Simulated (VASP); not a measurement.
LiCl:

```
CELL_PARAMETERS angstrom
0.00000 2.73304 2.73304
2.73304 0.00000 2.73304
2.73304 2.73304 0.00000
ATOMIC_POSITIONS crystal
Li 0.00000 0.00000 0.00000
Cl 0.25000 0.25000 0.25000
```

Base run:

* Program: VASP 6.6.1
* Functional: r2SCAN
* Potentials or basis: VASP PAW PBE potentials, release 64 (Li_sv, Cl)
* Cutoff: 520 eV
* k mesh: 6 × 6 × 6
* Occupations: gaussian, width 0.01 eV
* Spin: no spin polarisation

Its results: band gap on the k mesh 6.77 eV, direct.

Q: The run is repeated on the same cell with these changes: functional from r2SCAN to PBE; further incar settings from ALGO = Normal; EDIFF = 1e-07; NBANDS = 12 to ALGO = Normal; EDIFF = 1e-06; NBANDS = 12. What comes out?

A: Band gap on the k mesh 6.06 eV, direct.

A k mesh can miss the band edges.
